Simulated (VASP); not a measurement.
## Pt: single point with PBEsol

Pt:

```xyz
2
Lattice="2.7933 0.0000 0.0000 -1.3966 2.4191 0.0000 0.0000 0.0000 4.8245" Properties=species:S:1:pos:R:3 pbc="T T T"
Pt    1.3966    0.8064    3.6184
Pt    0.0000    1.6127    1.2061
```

This cell differs from its parent crystal: strain +0.025 along x and y, +0.025 along z.

| Property | Result |
| --- | --- |
| Program | VASP 6.6.1 |
| Task | single point |
| Functional | PBEsol |
| Potentials or basis | VASP PAW PBE potentials, release 64 (Pt) |
| Cutoff | 520 eV |
| k mesh | 24 × 24 × 14 |
| Occupations | gaussian, width 0.15 eV |
| Spin | no spin polarisation |
| Dipole correction | no |
| Further INCAR settings | ALGO = Fast; EDIFF = 1e-06; NBANDS = 17 |

```json
{
  "Pressure": "-17.4 GPa",
  "Band gap on the k mesh": "zero (bands 10 and 11 overlap by 1.20 eV)"
}
```

Stress tensor (GPa, compression positive):
```
-17.77   0.00   0.00
  0.00 -17.77   0.00
  0.00   0.00 -16.60
```

Levels at points of the mesh, in eV from the Fermi level:
```csv
k point,band 8,band 9,band 10,band 11,band 12,band 13
"(0.00, 0.00, 0.00)",-1.73,-1.73,-0.61,-0.20,-0.20,4.51
"(0.50, 0.00, 0.00)",0.02,0.25,0.45,2.17,3.58,7.07
"(0.00, 0.00, 0.50)",-3.25,-0.75,-0.75,-0.75,-0.75,11.75
"(0.50, 0.00, 0.50)",-0.80,0.37,0.37,1.68,1.68,6.17
```

It took 3.6 min on 1 thread of Intel Xeon 8259CL (shared host), peak memory 0.34 GiB.

Caveat: the cell differs from its parent crystal (strain +0.025 along x and y, +0.025 along z); the cell stands under tension; the PAW data sets were made with another functional, which shifts forces and pressure a little; spin-orbit coupling is left out, which moves the levels of the heavy elements.
